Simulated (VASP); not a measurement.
Set up this calculation in VASP 6.6.1, as the native input.

```
Task                   : single point
Functional             : PBE
Potentials or basis    : VASP PAW PBE potentials, release 64 (C)
Cutoff                 : 520 eV
k mesh                 : 16 × 16 × 9
Occupations            : fermi-dirac, width 0.05 eV
Spin                   : no spin polarisation
Dipole correction      : no
Further INCAR settings : ALGO = Normal; EDIFF = 1e-06; NBANDS = 11
```

The structure of C lies in POSCAR:

```
C
1.0
    2.1003865828      0.0000000000      0.0000000000
   -1.0501932914      1.8189881384      0.0000000000
    0.0000000000      0.0000000000      3.4026262641
C
2
Direct
    0.2733333333      0.6366666667      0.2050000000
    0.7266666667      0.3633333333      0.7950000000
```

This cell differs from its parent crystal: shortest bond scaled by 0.82.

These files were run (other wordings do the same):

INCAR

```
ALGO = Normal
EDIFF = 1E-6
ENCUT = 520
GGA = PE
ISIF = 2
ISMEAR = -1
LASPH = True
LCHARG = False
LREAL = False
LWAVE = False
NBANDS = 11
NELM = 100
PREC = Accurate
SIGMA = 0.05
```

KPOINTS

```
k-points
0
Gamma
  16 16 9
```

Potentials or basis: VASP PAW PBE potentials, release 64 (C).

The run is started by

```console
$ cat potpaw_PBE.64/C/POTCAR > POTCAR
$ mpirun -np 1 vasp_std > vasp.out
```

Results of the run:

```
Pressure               : 17.3 GPa
Largest force          : 2.273 eV/Å
Band gap on the k mesh : zero (band 4 reaches 15.09 eV, above the bottom of band 5 at 4.70 eV)
```

Caveat: the cell differs from its parent crystal (shortest bond scaled by 0.82); forces of over 1 eV/Å act on the atoms, so gaps and moduli don't describe the material at rest.

Run time: 31 s on 1 thread of AMD EPYC 9R45 96-Core Processor (Zen 5), on a shared host, peak memory 0.14 GiB.
